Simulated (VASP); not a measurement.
Crystal: Hf.

```
Hf
1.0
     3.18015    0.00000    0.00000
    -1.59007    2.75409    0.00000
     0.00000    0.00000    5.15184
Hf
2
Cartesian
  0.0000 1.8361 1.2880
  1.5901 0.9180 3.8639
```

```yaml
Program: VASP 6.6.1
Task: relaxation of cell and atoms
Functional: PBE
Potentials_or_basis: VASP PAW PBE potentials, release 64 (Hf_pv)
Cutoff: 600 eV
k_mesh: 16 × 16 × 9
Occupations: fermi-dirac, width 0.1 eV
Spin: no spin polarisation
```

At the start: pressure -0.5 GPa; volume 22.56 Å³/atom.

Where does the relaxation end?

Over 5 steps the energy falls by 3.4 meV/atom and the volume is 22.46 Å³/atom (-0.5 %); space group P6_3/mmc (No. 194, to 0.1 Å) before and after.

The path:
```
step  energy change (eV)  largest force (eV/Å)  pressure (GPa)  volume (Å³)
   1              0.0000                0.0000           -0.53        45.12
   2             -0.0060                0.0000            0.69        44.63
   3             -0.0060                0.0000            0.64        44.65
   4             -0.0063                0.0000           -0.47        45.12
   5             -0.0068                0.0000            0.00        44.91
```

Final structure:
```
CELL_PARAMETERS angstrom
3.20021 0.00000 0.00000
-1.60010 2.77146 0.00000
0.00000 0.00000 5.06388
ATOMIC_POSITIONS crystal
Hf 0.33333 0.66667 0.25000
Hf 0.66667 0.33333 0.75000
```
